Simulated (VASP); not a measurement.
Write the native input for VASP 6.6.1 that does the following.

| Quantity | Value |
| --- | --- |
| Task | single point |
| Functional | LDA |
| Potentials or basis | VASP PAW LDA potentials, release 64 (C) |
| Cutoff | 520 eV |
| k mesh | 6 × 6 × 10 |
| Occupations | gaussian, width 0.05 eV |
| Spin | no spin polarisation |
| Dipole correction | no |
| Further INCAR settings | ALGO = Normal; EDIFF = 1e-07; NBANDS = 26 |

The structure of C lies in POSCAR:

```
C
1.0
    2.3792221484     -4.3337146136      0.0000000000
    2.3792221484      4.3337146136      0.0000000000
    0.0000000000      0.0000000000      2.4856616114
C
8
Direct
    0.6482879639      0.9815881366      0.0000000000
    0.3517120361      0.0184118634      0.0000000000
    0.0184118634      0.3517120361      0.0000000000
    0.9815881366      0.6482879639      0.0000000000
    0.4045540954      0.2260768148      0.5000000000
    0.5954459046      0.7739231852      0.5000000000
    0.7739231852      0.5954459046      0.5000000000
    0.2260768148      0.4045540954      0.5000000000
```

This cell differs from its parent crystal: strain +0.1312 x Voigt [1, 0, 0, 0, 0, 0].

One way to write it, as run:

INCAR

```
PREC = Accurate
ENCUT = 520
EDIFF = 1E-7
ISMEAR = 0
SIGMA = 0.05
LREAL = False
LASPH = True
NELM = 60
ALGO = Normal
ISIF = 2
LWAVE = False
LCHARG = True
LELF = True
LVHAR = True
NBANDS = 26
```

KPOINTS

```
regular mesh
0
Gamma
  6 6 10
```

Potentials or basis: VASP PAW LDA potentials, release 64 (C).

Launch:

```bash
$ cat potpaw_LDA.64/C/POTCAR > POTCAR
$ mpirun -np 1 vasp_std > vasp.out
```

It gave:

```json
{
 "Pressure": "-35.8 GPa",
 "Largest force": "1.278 eV/Å",
 "Band gap on the k mesh": "1.78 eV, indirect (least direct gap 2.41 eV)"
}
```

Caveat: the cell differs from its parent crystal (strain +0.1312 x Voigt [1, 0, 0, 0, 0, 0]); forces of over 1 eV/Å act on the atoms, so gaps and moduli don't describe the material at rest.

Run time: 99 s on 1 thread of Intel Xeon 6975P-C (shared host), peak memory 0.19 GiB.
